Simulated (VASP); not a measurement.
# Y (Cmcm) in VASP: further runs

Runs on Y. Level: PBE. Tasks: single point, relaxation of cell and atoms.

All numbers are computed with VASP 6.6.1; they aren't measurements. Logs are shortened: lines on timing, memory, paths and dates and some standing lists are left out, and cuts for length are marked.

## (1) The cell of the first run

Symmetry: Cmcm, No. 63, orthorhombic system. The conventional cell has a = 3.476 Å, b = 11.184 Å, c = 3.460 Å, α = 90.00°, β = 90.00°, γ = 90.00°. Y (site symmetry m2m) has 10 Y at 3.46 to 3.54 Å within 4.5 Å.

## (2) Single point, PBE

The input, INCAR:

```
SYSTEM = Y
PREC     = Accurate       ! precision mode
ENCUT    = 520            ! plane-wave cutoff, eV
EDIFF    = 1E-6           ! SCF threshold, eV
ISMEAR   = 0              ! smearing method
SIGMA    = 0.1            ! smearing width, eV
LREAL    = .FALSE.        ! projectors in reciprocal space
LASPH    = .TRUE.         ! aspherical terms in the spheres
NELM     = 60             ! most SCF steps
ALGO     = Normal         ! electronic algorithm
ISIF     = 2              ! what is computed and relaxed
LWAVE    = .FALSE.        ! write WAVECAR
LCHARG   = .TRUE.         ! write CHGCAR
GGA      = PE             ! functional
LELF     = .TRUE.         ! ELF
LVHAR    = .TRUE.       
NBANDS   = 18             ! bands
```

The input, KPOINTS:

```
Automatic mesh
0
G
  6 6 4
  0 0 0
```

The input, POSCAR:

```
Y
1.0
    1.7379709465     -5.5919646598      0.0000000000
    1.7379709465      5.5919646598      0.0000000000
    0.0000000000      0.0000000000      3.4597919619
Y
2
Direct
    0.8641459302      0.1358540698      0.2500000000
    0.1358540698      0.8641459302      0.7500000000
```

Potentials or basis: VASP PAW PBE potentials, release 64 (Y_sv).

Launch:

```
$ cat potpaw_PBE.64/Y_sv/POTCAR > POTCAR
$ mpirun -np 1 vasp_std > vasp.out
```

OUTCAR:

```text
SYSTEM = Y
   PREC = Accurate
   ENCUT = 520
   EDIFF = 1E-6
   ISMEAR = 0
   LREAL = .FALSE.
   LASPH = .TRUE.
   NELM = 60
   ISIF = 2
   GGA = PE

 ion  position               nearest neighbor table
   1  0.864  0.136  0.250-   2 3.50   2 3.50   2 3.54   2 3.54   2 3.54   2 3.54
   2  0.136  0.864  0.750-   1 3.50   1 3.50   1 3.54   1 3.54   1 3.54   1 3.54

  LATTYP: Found a base centered orthorhombic cell.
 ALAT       =     3.4759418930
 B/A-ratio  =     3.2175248217
 C/A-ratio  =     0.9953537972

  Lattice vectors:

 A1 = (   1.7379709465,  -5.5919646598,   0.0000000000)
 A2 = (   1.7379709465,   5.5919646598,   0.0000000000)
 A3 = (   0.0000000000,   0.0000000000,   3.4597919619)

Analysis of symmetry for initial positions (statically):
=====================================================================
 Subroutine PRICEL returns:
 Original cell was already a primitive cell.

 Routine SETGRP: Setting up the symmetry group for a
 base centered orthorhombic supercell.

 Subroutine GETGRP returns: Found  8 space group operations
 (whereof  4 operations were pure point group operations)
 out of a pool of  8 trial point group operations.

The static configuration has the point symmetry C_2h.
 The point group associated with its full space group is D_2h.

Analysis of symmetry for dynamics (positions and initial velocities):
=====================================================================
 Subroutine PRICEL returns:
 Original cell was already a primitive cell.

 Routine SETGRP: Setting up the symmetry group for a
 base centered orthorhombic supercell.

 Subroutine GETGRP returns: Found  8 space group operations
 (whereof  4 operations were pure point group operations)
 out of a pool of  8 trial point group operations.

The dynamic configuration has the point symmetry C_2h.
 The point group associated with its full space group is D_2h.

 Subroutine INISYM returns: Found  8 space group operations
 (whereof  4 operations are pure point group operations),
 and found     1 'primitive' translations

----------------------------------------------------------------------------------------

                                     Primitive cell

  volume of cell :      67.2492

  direct lattice vectors                    reciprocal lattice vectors
     1.737970946 -5.591964660  0.000000000     0.287691806 -0.089414013  0.000000000
     1.737970946  5.591964660  0.000000000     0.287691806  0.089414013  0.000000000
     0.000000000  0.000000000  3.459791962     0.000000000  0.000000000  0.289034720

  length of vectors
     5.855818625  5.855818625  3.459791962     0.301266395  0.301266395  0.289034720

  position of ions in fractional coordinates (direct lattice)
     0.864145930  0.135854070  0.250000000
     0.135854070  0.864145930  0.750000000

  ion indices of the primitive-cell ions
   primitive index   ion index
                 1           1
                 2           2

----------------------------------------------------------------------------------------

 KPOINTS: Automatic mesh

Automatic generation of k-mesh.
 Grid dimensions read from file:
 generate k-points for:    6    6    4

 Generating k-lattice:

  Cartesian coordinates                     Fractional coordinates (reciprocal lattice)
     0.047948634 -0.014902335  0.000000000     0.166666667  0.000000000  0.000000000
     0.047948634  0.014902335  0.000000000     0.000000000  0.166666667  0.000000000
     0.000000000  0.000000000  0.072258680     0.000000000  0.000000000  0.250000000

  Length of vectors
     0.050211066  0.050211066  0.072258680

  Shift w.r.t. Gamma in fractional coordinates (k-lattice)
     0.000000000  0.000000000  0.000000000

 Subroutine IBZKPT returns following result:
 ===========================================

 Found     39 irreducible k-points:

 Following reciprocal coordinates:
            Coordinates               Weight
  0.000000  0.000000  0.000000      1.000000
  0.166667 -0.000000  0.000000      4.000000
  0.333333 -0.000000  0.000000      4.000000
  0.500000 -0.000000  0.000000      2.000000
  0.166667  0.166667  0.000000      2.000000
  0.333333  0.166667  0.000000      4.000000
[... 16 lines left out ...]
  0.333333  0.333333  0.250000      4.000000
  0.500000  0.333333  0.250000      8.000000
 [... further k-points ...]
   k-points           NKPTS =     39   k-points in BZ     NKDIM =     39   number of bands    NBANDS=     18
   number of dos      NEDOS =    301   number of ions     NIONS =      2
   total plane-waves  NPLWV =  64512
   dimension x,y,z NGX =    48 NGY =   48 NGZ =   28
   dimension x,y,z NGXF=    96 NGYF=   96 NGZF=   56
   ions per type =               2
   NGX,Y,Z   is equivalent  to a cutoff of  13.63, 13.63, 13.45 a.u.
   NGXF,Y,Z  is equivalent  to a cutoff of  27.25, 27.25, 26.91 a.u.
 SYSTEM =  Y
   PREC   = accura    normal or accurate (medium, high low for compatibility)
   ISTART =      0    job   : 0-new  1-cont  2-samecut
   ICHARG =      2    charge: 1-file 2-atom 10-const
   ISPIN  =      1    spin polarized calculation?
   LNONCOLLINEAR =      F non collinear calculations
   LSORBIT =      F    spin-orbit coupling
   LASPH  =      T    aspherical Exc in radial PAW
   ENCUT  =  520.0 eV  38.22 Ry    6.18 a.u.  10.89 10.89  6.43*2*pi/ulx,y,z
   NELM   =     60;   NELMIN=  2; NELMDL= -5     # of ELM steps
   EDIFF  = 0.1E-05   stopping-criterion for ELM
   LREAL  =      F    real-space projection
[... 7 lines left out ...]
   TEBEG  =    0.0;   TEEND  =   0.0 temperature during run
   PSTRESS=    0.0 pullay stress
   NELECT =      22.0000    total number of electrons
   NUPDOWN=      -1.0000    fix difference up-down
   EMIN   =  10.00;   EMAX   =-10.00  energy-range for DOS
   EFERMI =   0.00;   METHOD = LEGACY
   ISMEAR =     0;   SIGMA  =   0.10  broadening in eV -4-tet -1-fermi 0-gaus
   EFERMI_NEDOS =   21; number of points for ismear=-14 and -15
   IALGO  =     38    algorithm
   IMIX   =      4    mixing-type and parameters
     AMIX     =   0.40;   BMIX     =  1.00
     AMIX_MAG =   1.60;   BMIX_MAG =  1.00
  volume/ion in A,a.u.               =      33.62       226.91
  Fermi-wavevector in a.u.,A,eV,Ry     =   1.128029  2.131665 17.312711  1.272448
  Thomas-Fermi vector in A             =   2.264717
   LORBIT       =      0    0 simple, 1 ext, 2 COOP (PROOUT), +10 PAW based schemes
   GGA     = PE    functional components
   LHFCALC =     F    Hartree Fock is set to
   AEXX    =    0.0000 exact exchange contribution
   IVDW    =     0    specifies the selected vdW correction
   LEPSILON=     F    determine dielectric tensor
   LRPA    =     F    only Hartree local field effects (RPA)
 non-spin polarized calculation
 Gauss-broadening in eV      SIGMA  =   0.10
  energy-cutoff  :      520.00
  volume of cell :       67.25
 maximum number of plane-waves:      1834
 NGX is ok and might be reduce to    48
   NGX = 21   NGY = 21   NGZ = 13

 number of electron      22.0000000 magnetization

 Free energy of the ion-electron system (eV)
  ---------------------------------------------------
  ext. energy  EPLUGINS =         0.00000000
  ---------------------------------------------------
  free energy    TOTEN  =       -12.44725747 eV

  energy without entropy =      -12.43071710  energy(sigma->0) =      -12.43898729

 E-fermi :   2.8206     XC(G=0):  -9.3069

 val. band max:        2.7996605097   @ k =  -0.1667   0.1667   0.5000
 cond. band min:       2.8274437528   @ k =   0.5000   0.5000   0.2500
 fundamental gap:      0.0277832431
 Fermi energy:         2.8206326995

 k-point     1 :       0.0000    0.0000    0.0000
  band No.  band energies     occupation
      1     -39.8969      2.00000
      2     -39.8174      2.00000
      3     -20.1441      2.00000
      4     -19.7416      2.00000
      5     -19.6842      2.00000
      6     -19.6118      2.00000
[... 10 lines left out ...]
     17       6.4762      0.00000
     18       7.4346      0.00000

 k-point     2 :       0.1667   -0.0000    0.0000
  band No.  band energies     occupation
      1     -39.8846      2.00000
      2     -39.8142      2.00000
      3     -20.1132      2.00000
      4     -19.7971      2.00000
      5     -19.7235      2.00000
      6     -19.7088      2.00000
[... 10 lines left out ...]
     17       6.7587      0.00000
     18       7.1608      0.00000

 k-point     3 :       0.3333   -0.0000    0.0000
  band No.  band energies     occupation
      1     -39.8573      2.00000
      2     -39.8102      2.00000
      3     -20.0828      2.00000
      4     -20.0021      2.00000
      5     -19.8463      2.00000
      6     -19.6822      2.00000
[... 10 lines left out ...]
     17       5.8155      0.00000
     18       6.6295      0.00000

 k-point     4 :       0.5000   -0.0000    0.0000
  band No.  band energies     occupation
      1     -39.8405      2.00000
      2     -39.8113      2.00000
      3     -20.1127      2.00000
      4     -20.1046      2.00000
      5     -19.8476      2.00000
      6     -19.6550      2.00000
[... 375 lines left out ...]
      4     -19.8931      2.00000
      5     -19.8385      2.00000
      6     -19.6625      2.00000
[... 10 lines left out ...]
     17       6.3856      0.00000
     18       7.1027      0.00000

 k-point    23 :       0.3333    0.3333    0.2500
  band No.  band energies     occupation
      1     -39.8189      2.00000
      2     -39.8157      2.00000
      3     -19.9999      2.00000
      4     -19.9960      2.00000
      5     -19.9373      2.00000
      6     -19.8129      2.00000
[... 10 lines left out ...]
     17       6.1208      0.00000
     18       6.9141      0.00000

 k-point    24 :       0.5000    0.3333    0.2500
  band No.  band energies     occupation
      1     -39.8409      2.00000
      2     -39.8248      2.00000
      3     -20.0161      2.00000
      4     -19.9611      2.00000
      5     -19.8023      2.00000
      6     -19.7198      2.00000
[... 10 lines left out ...]
     17       5.9835      0.00000
     18       6.9767      0.00000

 [... further k-points ...]

------------------------ aborting loop because EDIFF is reached ----------------------------------------

  FORCE on cell =-STRESS in cart. coord.  units (eV):
  Direction    XX          YY          ZZ          XY          YZ          ZX
  --------------------------------------------------------------------------------------
  -------------------------------------------------------------------------------------
  Total       -0.1203201      0.0692744     -0.0518058      0.0000000      0.0000000      0.0000000
  in kB       -2.8665660      1.6504263     -1.2342463      0.0000000      0.0000000      0.0000000
  external PRESSURE =      -0.8167953 kB  Pullay stress =       0.0000000 kB

 VOLUME and BASIS-vectors are now :
 -----------------------------------------------------------------------------
  energy-cutoff  :      520.00
  volume of cell :       67.25
      direct lattice vectors                 reciprocal lattice vectors
     1.737970946 -5.591964660  0.000000000     0.287691806 -0.089414013  0.000000000
     1.737970946  5.591964660  0.000000000     0.287691806  0.089414013  0.000000000
     0.000000000  0.000000000  3.459791962     0.000000000  0.000000000  0.289034720

 POSITION                                       TOTAL-FORCE (eV/Angst)
 -----------------------------------------------------------------------------------
      1.73797     -4.07258      0.86495         0.000000      0.028888      0.000000
      1.73797      4.07258      2.59484         0.000000     -0.028888      0.000000
 -----------------------------------------------------------------------------------
    total drift:                               -0.000000     -0.000000      0.000000

  FREE ENERGIE OF THE ION-ELECTRON SYSTEM (eV)
  ---------------------------------------------------
  free  energy   TOTEN  =       -12.4472574715 eV

  energy  without entropy=      -12.4307171006  energy(sigma->0) =      -12.43898729
```

Wall time 33 s (1 thread of Intel Xeon 6975P-C (Granite Rapids), shared host); peak memory 0.28 GiB.

Results:

```
Free energy            : -12.4473 eV
Pressure               : -0.1 GPa
Largest force          : 0.029 eV/Å
Band gap on the k mesh : zero (bands 11 and 12 overlap by 1.07 eV)
```

Forces in eV/Å, atoms in the order of the input:
```
Y    0.000  0.029  0.000
Y    0.000 -0.029  0.000
```

Stress tensor (GPa, compression positive):
```
-0.29  0.00  0.00
 0.00  0.17  0.00
 0.00  0.00 -0.12
```

Caveat: the k points lie up to 0.45 Å⁻¹ apart, too coarse for converged energies and pressures of a metal.

## (3) Single point, PBE

This run uses another cell than the first one, of 33.84 Å³/atom.

The input, INCAR:

```
SYSTEM = Y
PREC = Accurate
ENCUT = 520
EDIFF = 1E-6
ISMEAR = 0
SIGMA = 0.1
LREAL = .False.
LASPH = .True.
NELM = 100
ALGO = Normal
ISIF = 2
LWAVE = .False.
LCHARG = .False.
GGA = PE
NBANDS = 18
```

The input, KPOINTS:

```
Automatic mesh
0
Gamma
  6 6 6
  0 0 0
```

The input, POSCAR:

```
Y
1.0
    1.7399030134     -5.5807030820      0.0000000000
    1.7399030134      5.5807030820      0.0000000000
    0.0000000000      0.0000000000      3.4853711623
Y
2
Direct
    0.8623506009      0.1376493991      0.7500000000
    0.1376493991      0.8623506009      0.2500000000
```

Potentials or basis: VASP PAW PBE potentials, release 64 (Y_sv).

Launch:

```
$ cat potpaw_PBE.64/Y_sv/POTCAR > POTCAR
$ mpirun -np 1 vasp_std > vasp.out
```

Wall time 41 s (1 thread of Intel Xeon 6975P-C (Granite Rapids), shared host); peak memory 0.29 GiB.

It converged, with:

* Free energy: -12.4258 eV
* Pressure: 0.0 GPa
* Largest force: 0.024 eV/Å
* Band gap on the k mesh: zero (bands 11 and 12 overlap by 1.02 eV)

Forces on the atoms (eV/Å):
```
Y    0.000 -0.024  0.000
Y    0.000  0.024  0.000
```

Stress tensor (GPa, compression positive):
```
 0.10  0.00  0.00
 0.00 -0.27  0.00
 0.00  0.00  0.16
```

Levels at points of the mesh, in eV from the Fermi level:
| k point | band 8 | band 9 | band 10 | band 11 | band 12 | band 13 | band 14 | band 15 |
| --- | --- | --- | --- | --- | --- | --- | --- | --- |
| (0.00, 0.00, 0.00) | -22.39 | -4.54 | -1.67 | -0.37 | 0.67 | 1.14 | 1.91 | 2.87 |
| (0.50, 0.00, 0.00) | -22.41 | -1.86 | -1.25 | -0.48 | 0.69 | 1.24 | 1.83 | 2.30 |
| (0.50, 0.50, 0.00) | -22.37 | -3.19 | -2.88 | -0.56 | 0.36 | 0.74 | 2.22 | 2.56 |
| (0.00, 0.00, 0.50) | -22.41 | -1.30 | -1.30 | -0.30 | -0.30 | 1.22 | 1.22 | 2.16 |
| (0.50, 0.00, 0.50) | -22.56 | -1.24 | -1.24 | -0.36 | -0.36 | 1.77 | 1.77 | 2.93 |
| (0.50, 0.50, 0.50) | -22.41 | -1.77 | -1.77 | 0.61 | 0.61 | 0.92 | 0.92 | 2.66 |

## (4) Single point, PBE

This run uses another cell than the first one, of 34.65 Å³/atom.

The input, INCAR:

```
PREC = Accurate
ENCUT = 520
EDIFF = 1E-6
ISMEAR = 0
SIGMA = 0.1
LREAL = F
LASPH = T
NELM = 80
ALGO = Normal
ISIF = 2
LWAVE = F
LCHARG = T
GGA = PE
LELF = T
LVHAR = T
NBANDS = 18
```

The input, KPOINTS:

```
Automatic mesh
0
Gamma
  6 6 6
```

The input, POSCAR:

```
Y
1.0
    1.7814190205     -4.9941160817      0.0000000000
    1.7814190205      4.9941160817      0.0000000000
    0.0000000000      0.0000000000      3.8945505483
Y
2
Direct
    0.8670000000      0.1330000000      0.2500000000
    0.1330000000      0.8670000000      0.7500000000
```

Launch:

```
$ cat potpaw_PBE.64/Y_sv/POTCAR > POTCAR
$ mpirun -np 1 vasp_std > vasp.out
```

It took 36 s on 1 thread of Intel Xeon 6975P-C (Granite Rapids), shared host; peak memory 0.24 GiB.

The run converged. Its results:

```
Free energy            : -12.2485 eV
Pressure               : -0.8 GPa
Largest force          : 0.686 eV/Å
Band gap on the k mesh : zero (bands 11 and 12 overlap by 0.66 eV)
```

Forces on the atoms (eV/Å):
```
Y    0.000  0.686  0.000
Y    0.000 -0.686  0.000
```

Stress tensor (GPa, compression positive):
```
-1.28  0.00  0.00
 0.00  2.01  0.00
 0.00  0.00 -3.21
```

Levels at points of the mesh, in eV from the Fermi level:
| k point | band 9 | band 10 | band 11 | band 12 | band 13 | band 14 |
| --- | --- | --- | --- | --- | --- | --- |
| (0.00, 0.00, 0.00) | -4.47 | -1.54 | -0.22 | 0.68 | 0.84 | 2.40 |
| (0.50, 0.00, 0.00) | -1.82 | -1.11 | -0.47 | 0.86 | 1.18 | 1.33 |
| (0.50, 0.50, 0.00) | -2.75 | -2.54 | -0.55 | 0.89 | 1.38 | 1.93 |
| (0.00, 0.00, 0.50) | -1.75 | -1.75 | -0.14 | -0.14 | 1.56 | 1.56 |
| (0.50, 0.00, 0.50) | -1.18 | -1.18 | -0.18 | -0.18 | 1.48 | 1.48 |
| (0.50, 0.50, 0.50) | -1.71 | -1.71 | 0.40 | 0.40 | 0.94 | 0.94 |

Caveat: the stress differs along the axes, from -3 to 2 GPa.

## (5) Relaxation of cell and atoms, PBE

This run uses another cell than the first one, of 34.65 Å³/atom.

The input, INCAR:

```
SYSTEM = Y
ALGO = Fast
EDIFF = 1E-7
EDIFFG = -0.04
ENCUT = 600
GGA = PE
IBRION = 2
ISIF = 3
ISMEAR = 0
LASPH = .True.
LCHARG = .False.
LREAL = .False.
LWAVE = .False.
NELM = 100
NSW = 90
PREC = Accurate
SIGMA = 0.1
```

The input, KPOINTS:

```
k-points
0
Gamma
  6 6 4
  0 0 0
```

POSCAR is that of step 4.

Launch:

```
$ cat potpaw_PBE.64/Y_sv/POTCAR > POTCAR
$ mpirun -np 1 vasp_std > vasp.out
```

Wall time 5.9 min (1 thread of Intel Xeon 6975P-C (Granite Rapids), shared host); peak memory 0.28 GiB.

The run converged. Its results:

| Quantity | Value |
| --- | --- |
| Free energy | -12.4474 eV |
| Relaxed volume | 33.62 Å³/atom |
| Relaxed cell | a = 5.902 Å, b = 5.902 Å, c = 3.440 Å, α = 90.00°, β = 90.00°, γ = 145.87° |
| Space group after relaxing (to 0.1 Å) | Cmcm (No. 63) |
| Energy gained by relaxing | 106.5 meV/atom |
| Ionic steps | 8 |
| Pressure after relaxing | 0.0 GPa |
| Largest force after relaxing | 0.030 eV/Å |
| Band gap on the k mesh | zero (bands 11 and 12 overlap by 1.07 eV) |

Forces on the atoms (eV/Å):
```
Y    0.000 -0.030  0.000
Y    0.000  0.030  0.000
```

Stress tensor (GPa, compression positive):
```
-0.08  0.00  0.00
 0.00 -0.18  0.00
 0.00  0.00  0.11
```

The path:
```csv
step,energy change (eV),largest force (eV/Å),pressure (GPa),volume (Å³)
1,0.0000,0.6363,-0.84,69.30
2,-0.0978,0.2088,0.23,67.43
3,-0.1413,0.2705,1.64,65.40
4,-0.1967,0.2578,-0.07,68.16
5,-0.1996,0.2417,-0.51,68.94
6,-0.2088,0.1610,-0.21,67.99
7,-0.2106,0.0986,0.02,67.32
8,-0.2129,0.0297,-0.05,67.24
```

Final structure:
```yaml
crystal:
  lattice:
    - [1.73209, -5.64221, 0.00000]
    - [1.73209, 5.64221, 0.00000]
    - [0.00000, 0.00000, 3.44003]
  atoms:
    - { symbol: Y, position: [0.86357, 0.13643, 0.25000] }
    - { symbol: Y, position: [0.13643, 0.86357, 0.75000] }
```

Levels at points of the mesh, in eV from the Fermi level:
```tsv
k point	band 7	band 8	band 9	band 10	band 11	band 12	band 13	band 14	band 15
(0.00, 0.00, 0.00)	-22.39	-22.38	-4.55	-1.71	-0.36	0.60	1.05	2.06	2.66
(0.50, 0.00, 0.00)	-22.46	-22.41	-1.86	-1.27	-0.49	0.61	1.13	2.45	2.49
(0.50, 0.50, 0.00)	-22.45	-22.39	-3.22	-2.92	-0.55	0.35	0.64	2.26	3.45
(0.00, 0.00, 0.50)	-22.42	-22.42	-1.24	-1.24	-0.30	-0.30	1.16	1.16	2.21
(0.50, 0.00, 0.50)	-22.55	-22.55	-1.26	-1.26	-0.35	-0.35	1.79	1.79	2.96
(0.50, 0.50, 0.50)	-22.42	-22.42	-1.77	-1.77	0.65	0.65	0.90	0.90	2.67
```

Caveat: the k points lie up to 0.46 Å⁻¹ apart in the final cell, too coarse for converged energies and pressures of a metal.

(Continued in part 2 of 2.)

The gap in the log of VASP goes by the Fermi energy; the results here count the filled bands.